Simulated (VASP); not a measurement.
# PbSe (Fm-3m) in VASP: notebook, part 2 of 2

VASP 6.6.1. Earlier steps stand in the parts before.

## 3. Relaxation of cell and atoms, PBEsol

This run uses another cell than the first one, of 29.53 Å³/atom.

File INCAR:

```
PREC = Accurate ; ENCUT = 600
EDIFF = 1E-6 ; ISMEAR = 0
SIGMA = 0.01 ; LREAL = False
LASPH = True ; NELM = 60
ALGO = Normal ; ISIF = 3
LWAVE = False ; LCHARG = False
GGA = PS ; IBRION = 2
NSW = 100 ; EDIFFG = -0.005
```

File KPOINTS:

```
Automatic mesh
0
Gamma
  10 10 10
```

File POSCAR:

```
PbSe
1.0
    0.0000000000      3.0908235365      3.0908235365
    3.0908235365      0.0000000000      3.0908235365
    3.0908235365      3.0908235365      0.0000000000
Pb Se
1 1
Direct
    0.0000000000      0.0000000000      0.0000000000
    0.5000000000      0.5000000000      0.5000000000
```

Potentials or basis: VASP PAW PBE potentials, release 64 (Pb_d, Se).

Launch:

```sh
$ cat potpaw_PBE.64/Pb_d/POTCAR potpaw_PBE.64/Se/POTCAR > POTCAR
$ mpirun -np 1 vasp_std > vasp.out
```

It took 2.3 min on 1 thread of Intel Xeon 8259CL, shared host; peak memory 0.24 GiB.

Results (log left out):

```yaml
Free_energy: -8.9169 eV
Relaxed_volume: 28.44 Å³/atom
Relaxed_cell: a = 4.317 Å, b = 4.317 Å, c = 4.317 Å, α = 60.00°, β = 60.00°, γ = 60.00°
Space_group_after_relaxing_to_0.1_Å: Fm-3m (No. 225)
Energy_gained_by_relaxing: 6.6 meV/atom
Ionic_steps: 3
Pressure_after_relaxing: 0.0 GPa
Band_gap_on_the_k_mesh: 0.17 eV
```

The path:
| step | energy change (eV) | largest force (eV/Å) | pressure (GPa) | volume (Å³) |
| --- | --- | --- | --- | --- |
| 1 | 0.0000 | 0.0000 | -1.87 | 59.05 |
| 2 | -0.0116 | 0.0000 | 0.72 | 56.15 |
| 3 | -0.0132 | 0.0000 | -0.02 | 56.88 |

Final structure:
```yaml
crystal:
  lattice:
    - [0.00000, 3.05233, 3.05233]
    - [3.05233, 0.00000, 3.05233]
    - [3.05233, 3.05233, 0.00000]
  atoms:
    - { symbol: Pb, position: [0.00000, 0.00000, 0.00000] }
    - { symbol: Se, position: [0.50000, 0.50000, 0.50000] }
```

Levels at points of the mesh, in eV from the valence-band top:
```csv
k point,band 6,band 7,band 8,band 9,band 10,band 11,band 12,band 13,band 14
"(0.00, 0.00, 0.00)",-13.68,-6.33,-1.91,-1.91,-1.91,4.69,4.69,4.69,6.42
"(0.50, 0.00, 0.00)",-12.59,-8.89,-1.50,-1.50,0.00,0.17,1.63,1.63,8.42
"(0.50, 0.50, 0.00)",-12.20,-7.43,-5.10,-3.30,-3.30,3.54,5.61,5.61,6.04
```

Caveat: the PAW data sets were made with another functional, which shifts forces and pressure a little; spin-orbit coupling is left out, which moves the levels of the heavy elements. A k mesh can miss the band edges.

## 4. Single point, PBEsol

This run uses another cell than the first one: it holds 8 atoms, not 2.

File INCAR:

```
SYSTEM = PbSe
ALGO = Normal
EDIFF = 1E-6
ENCUT = 520
GGA = PS
ISIF = 2
ISMEAR = 0
LASPH = .TRUE.
LCHARG = .FALSE.
LREAL = .FALSE.
LWAVE = .FALSE.
NBANDS = 50
NELM = 80
PREC = Accurate
SIGMA = 0.01
```

File KPOINTS:

```
k-points
0
G
  6 6 6
  0 0 0
```

File POSCAR:

```
PbSe
1.0
    6.1030481778      0.0000000000      0.0000000000
    0.0000000000     -6.1030481778      0.0000000000
    0.0000000000      0.0000000000     -6.1030481778
Pb Se
4 4
Direct
    0.0000000000      1.0000000000      1.0000000000
    0.5000000000      0.5000000000      1.0000000000
    0.5000000000      1.0000000000      0.5000000000
    0.0000000000      0.5000000000      0.5000000000
    0.5000000000      0.0000000000      0.0000000000
    0.0000000000      0.5000000000      0.0000000000
    0.0000000000      0.0000000000      0.5000000000
    0.5000000000      0.5000000000      0.5000000000
```

Potentials or basis: VASP PAW PBE potentials, release 64 (Pb_d, Se).

Launch:

```sh
$ cat potpaw_PBE.64/Pb_d/POTCAR potpaw_PBE.64/Se/POTCAR > POTCAR
$ mpirun -np 1 vasp_std > vasp.out
```

OUTCAR:

```text
SYSTEM = PbSe
   EDIFF = 1E-6
   ENCUT = 520
   GGA = PS
   ISIF = 2
   ISMEAR = 0
   LASPH = .TRUE.
   LREAL = .FALSE.
   NELM = 80
   PREC = Accurate

 ion  position               nearest neighbor table
   1  0.000  0.000  0.000-   5 3.05   6 3.05   7 3.05   7 3.05   6 3.05   5 3.05
   2  0.500  0.500  0.000-   5 3.05   6 3.05   8 3.05   8 3.05   5 3.05   6 3.05
   3  0.500  0.000  0.500-   5 3.05   7 3.05   8 3.05   5 3.05   8 3.05   7 3.05
   4  0.000  0.500  0.500-   6 3.05   7 3.05   8 3.05   6 3.05   7 3.05   8 3.05
   5  0.500  0.000  0.000-   1 3.05   2 3.05   3 3.05   3 3.05   2 3.05   1 3.05
   6  0.000  0.500  0.000-   1 3.05   2 3.05   4 3.05   4 3.05   1 3.05   2 3.05
   7  0.000  0.000  0.500-   1 3.05   3 3.05   4 3.05   1 3.05   4 3.05   3 3.05
   8  0.500  0.500  0.500-   2 3.05   3 3.05   4 3.05   2 3.05   3 3.05   4 3.05

  LATTYP: Found a simple cubic cell.
 ALAT       =     6.1030481778

  Lattice vectors:

 A1 = (   6.1030481778,   0.0000000000,   0.0000000000)
 A2 = (   0.0000000000,  -6.1030481778,   0.0000000000)
 A3 = (   0.0000000000,   0.0000000000,  -6.1030481778)

Analysis of symmetry for initial positions (statically):
=====================================================================
 Subroutine PRICEL returns following result:

  LATTYP: Found a face centered cubic cell.
 ALAT       =     6.1030481778

  Lattice vectors:

 A1 = (   3.0515240889,   3.0515240889,   0.0000000000)
 A2 = (   3.0515240889,   0.0000000000,  -3.0515240889)
 A3 = (   0.0000000000,   3.0515240889,  -3.0515240889)

   4 primitive cells build up your supercell.

 Routine SETGRP: Setting up the symmetry group for a
 simple cubic supercell.

 Subroutine GETGRP returns: Found 48 space group operations
 (whereof 48 operations were pure point group operations)
 out of a pool of 48 trial point group operations.

The static configuration has the point symmetry O_h .

Analysis of symmetry for dynamics (positions and initial velocities):
[... 140 lines left out ...]
   LORBIT       =      0    0 simple, 1 ext, 2 COOP (PROOUT), +10 PAW based schemes
   GGA     = PS    functional components
   LHFCALC =     F    Hartree Fock is set to
   AEXX    =    0.0000 exact exchange contribution
   IVDW    =     0    specifies the selected vdW correction
   LEPSILON=     F    determine dielectric tensor
   LRPA    =     F    only Hartree local field effects (RPA)
 non-spin polarized calculation
 Gauss-broadening in eV      SIGMA  =   0.01
  energy-cutoff  :      520.00
  volume of cell :      227.32
 maximum number of plane-waves:      6152
 NGX is ok and might be reduce to    48

 number of electron      80.0000015 magnetization

 Free energy of the ion-electron system (eV)
  ---------------------------------------------------
  ext. energy  EPLUGINS =         0.00000000
  ---------------------------------------------------
  free energy    TOTEN  =       -35.66582585 eV

  energy without entropy =      -35.66582585  energy(sigma->0) =      -35.66582585

 E-fermi :   5.1003     XC(G=0):  -9.7600

 val. band max:        5.0298335358   @ k =   0.5000   0.5000   0.5000
 cond. band min:       5.2019087934   @ k =   0.5000   0.5000   0.5000
 fundamental gap:      0.1720752575
 Fermi energy:         5.1003229684

 k-point     1 :       0.0000    0.0000    0.0000
  band No.  band energies     occupation
      1     -11.8753      2.00000
      2     -11.8753      2.00000
      3     -11.8753      2.00000
      4     -11.7572      2.00000
      5     -11.7572      2.00000
      6     -11.7572      2.00000
[... 1049 lines left out ...]
     49       6.6538      0.00000
     50       6.6538      0.00000

------------------------ aborting loop because EDIFF is reached ----------------------------------------

  FORCE on cell =-STRESS in cart. coord.  units (eV):
  Direction    XX          YY          ZZ          XY          YZ          ZX
  --------------------------------------------------------------------------------------
  -------------------------------------------------------------------------------------
  Total       -0.0057429     -0.0057429     -0.0057429     -0.0000000     -0.0000000     -0.0000000
  in kB       -0.0404767     -0.0404767     -0.0404767     -0.0000000     -0.0000000     -0.0000000
  external PRESSURE =      -0.0404767 kB  Pullay stress =       0.0000000 kB

 VOLUME and BASIS-vectors are now :
 -----------------------------------------------------------------------------
  energy-cutoff  :      520.00
  volume of cell :      227.32
      direct lattice vectors                 reciprocal lattice vectors
     6.103048178  0.000000000  0.000000000     0.163852549  0.000000000  0.000000000
     0.000000000 -6.103048178  0.000000000     0.000000000 -0.163852549  0.000000000
     0.000000000  0.000000000 -6.103048178     0.000000000  0.000000000 -0.163852549

 POSITION                                       TOTAL-FORCE (eV/Angst)
 -----------------------------------------------------------------------------------
      0.00000      0.00000      0.00000        -0.000000      0.000000      0.000000
      3.05152     -3.05152      0.00000         0.000000     -0.000000     -0.000000
      3.05152      0.00000     -3.05152        -0.000000      0.000000     -0.000000
      0.00000     -3.05152     -3.05152        -0.000000     -0.000000     -0.000000
      3.05152      0.00000      0.00000         0.000000     -0.000000      0.000000
      0.00000     -3.05152      0.00000         0.000000      0.000000     -0.000000
      0.00000      0.00000     -3.05152         0.000000     -0.000000      0.000000
      3.05152     -3.05152     -3.05152        -0.000000     -0.000000      0.000000
 -----------------------------------------------------------------------------------
    total drift:                                0.000000     -0.000000      0.000000

  FREE ENERGIE OF THE ION-ELECTRON SYSTEM (eV)
  ---------------------------------------------------
  free  energy   TOTEN  =       -35.6658258501 eV

  energy  without entropy=      -35.6658258501  energy(sigma->0) =      -35.66582585
```

stdout:

```text
POSCAR found type information on POSCAR PbSe
 POSCAR found :  2 types and       8 ions
 scaLAPACK will be used
 -----------------------------------------------------------------------------
|                                                                             |
|                                                                             |
|     You enforced a specific xc type in the INCAR file but a different       |
|     I HOPE YOU KNOW WHAT YOU ARE DOING!                                     |
|                                                                             |
 -----------------------------------------------------------------------------

 LDA part: xc-table for (Slater+PW92), standard interpolation
 POSCAR, INCAR and KPOINTS ok, starting setup
 FFT: planning ... GRIDC
 FFT: planning ... GRID_SOFT
 FFT: planning ... GRID
 WAVECAR not read
 entering main loop
```

It took 6 min on 1 thread of Intel Xeon 8259CL, shared host; peak memory 0.42 GiB.

What came out:

| Quantity | Value |
| --- | --- |
| Free energy | -35.6658 eV |
| Pressure | 0.0 GPa |
| Band gap on the k mesh | 0.17 eV |

Caveat: the PAW data sets were made with another functional, which shifts forces and pressure a little; spin-orbit coupling is left out, which moves the levels of the heavy elements. A k mesh can miss the band edges.

## 5. Summary

```csv
task,cell,k mesh,cutoff (eV),gap on the mesh (eV),pressure (GPa)
single point,"a = 4.316 Å, angles 60.0°, 2 atoms, atomic positions A",10 × 10 × 10,520,0.17,0.0
relaxation of cell and atoms,"relaxed from a = 4.371 Å, angles 60.0°, 2 atoms, atomic positions A",10 × 10 × 10,600,0.17,0.0
single point,"a = 6.103 Å, 8 atoms, atomic positions B",6 × 6 × 6,520,0.17,0.0
```

Alike in all rows: level PBEsol; potentials or basis VASP PAW PBE potentials, release 64 (Pb_d, Se); no spin polarisation; smearing gaussian 0.01 eV.

Caveats: the PAW data sets were made with another functional, which shifts forces and pressure a little; spin-orbit coupling is left out, which moves the levels of the heavy elements.

Total energies depend on the potentials used, so only differences within one code and one set of settings carry meaning.
